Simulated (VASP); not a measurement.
Crystal: Ti.

```
CELL_PARAMETERS angstrom
4.60000 0.00000 0.00000
-2.30000 3.98372 0.00000
0.00000 0.00000 2.82000
ATOMIC_POSITIONS crystal
Ti 0.00000 0.00000 0.00000
Ti 0.33333 0.66667 0.50000
Ti 0.66667 0.33333 0.50000
```

This isn't the form of Ti at room conditions, which is hcp.

- Program: VASP 6.6.1
- Task: relaxation of cell and atoms
- Functional: PBEsol
- Potentials or basis: VASP PAW PBE potentials, release 64 (Ti_sv)
- Cutoff: 600 eV
- k mesh: 5 × 5 × 6
- Occupations: fermi-dirac, width 0.05 eV
- Spin: no spin polarisation

At the start: pressure -5.1 GPa; volume 17.23 Å³/atom.

Task: Where does the relaxation end?

Result: Over 4 steps the energy falls by 14.6 meV/atom and the volume is 16.42 Å³/atom (-4.7 %); space group P6/mmm (No. 191, to 0.1 Å) before and after.

The path:
| step | energy change (eV) | largest force (eV/Å) | pressure (GPa) | volume (Å³) |
| --- | --- | --- | --- | --- |
| 1 | 0.0000 | 0.0000 | -5.09 | 51.68 |
| 2 | -0.0245 | 0.0000 | 4.03 | 47.69 |
| 3 | -0.0426 | 0.0000 | 0.15 | 49.21 |
| 4 | -0.0439 | 0.0000 | 0.01 | 49.25 |

Final structure:
```
Ti
1.0
     4.50456    0.00000    0.00000
    -2.25228    3.90106    0.00000
     0.00000    0.00000    2.80247
Ti
3
Direct
  0.00000 0.00000 0.00000
  0.33333 0.66667 0.50000
  0.66667 0.33333 0.50000
```

Caveat: the k points lie up to 0.37 Å⁻¹ apart in the final cell; the PAW data sets were made with another functional, which shifts forces and pressure a little.
